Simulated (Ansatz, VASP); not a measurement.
# One calculation of InO, two programs

The input INCAR:

```
PREC = Accurate
ENCUT = 520
EDIFF = 1E-6
ISMEAR = 0
SIGMA = 0.03
LREAL = False
LASPH = True
NELM = 80
ALGO = Normal
ISIF = 2
LWAVE = False
LCHARG = False
GGA = CA
NBANDS = 27
```

Contents of KPOINTS:

```
regular mesh
0
Gamma
  12 12 2
```

The input POSCAR:

```
InO
1.0
    3.3672734563      0.0000000000      0.0000000000
   -1.6836367282      2.9161443546      0.0000000000
    0.0000000000      0.0000000000     16.2740275000
In O
2 2
Direct
    0.6666666667      0.3333333333      0.5900210000
    0.6666666667      0.3333333333      0.4099790000
    0.0000000000      0.0000000000      0.6398670000
    0.0000000000      0.0000000000      0.3601330000
```

Input for Ansatz:

```yaml
crystal:
  lattice:
    - [3.3672734563, 0.0, 0.0]
    - [-1.6836367282, 2.9161443546, 0.0]
    - [0.0, 0.0, 16.2740275]
  atoms:
    - { symbol: In, position: [0.6666666667, 0.3333333333, 0.590021] }
    - { symbol: In, position: [0.6666666667, 0.3333333333, 0.409979] }
    - { symbol: O, position: [0.0, 0.0, 0.639867] }
    - { symbol: O, position: [0.0, 0.0, 0.360133] }
basis:
  ecutwfc: 420
kpoints:
  mp_grid: { grid: [12, 12, 2] }
hamiltonian:
  xc: lda
scf:
  occupations: { method: gaussian, width: 0.03 }
output:
  forces: true
  stress: true
  eigenvalues: true
```

Change from the starting cell: strain -0.025 along x and y, +0.025 along z, atoms carried along.

Alike in both runs: task single point; functional LDA; k mesh 12 × 12 × 2; occupations gaussian, width 0.03 eV; no spin polarisation.

```csv
,VASP,Ansatz
version,VASP 6.6.1,Ansatz 0.2.0
potentials or method,"VASP PAW LDA potentials, release 64 (In_d, O), cutoff 520 eV","scalar-relativistic, plane waves, PAW"
valence electrons in the cell,38,38
```

VASP gave:

```
gap on the k mesh at the Fermi level (eV) : 0.16
least direct gap on the mesh (eV)         : 1.16
rms of the force components (eV/Å)        : 0.188
```

Question: What did Ansatz give for the same quantities?

Answer: gap on the k mesh at the Fermi level (eV): 0.16; least direct gap on the mesh (eV): 1.15; rms of the force components (eV/Å): 0.190.

LDA's correlation is that of Perdew and Zunger in VASP and of Perdew and Wang (1992) in Ansatz. Atom by atom the forces differ by 0.019 eV/Å (rms over components).
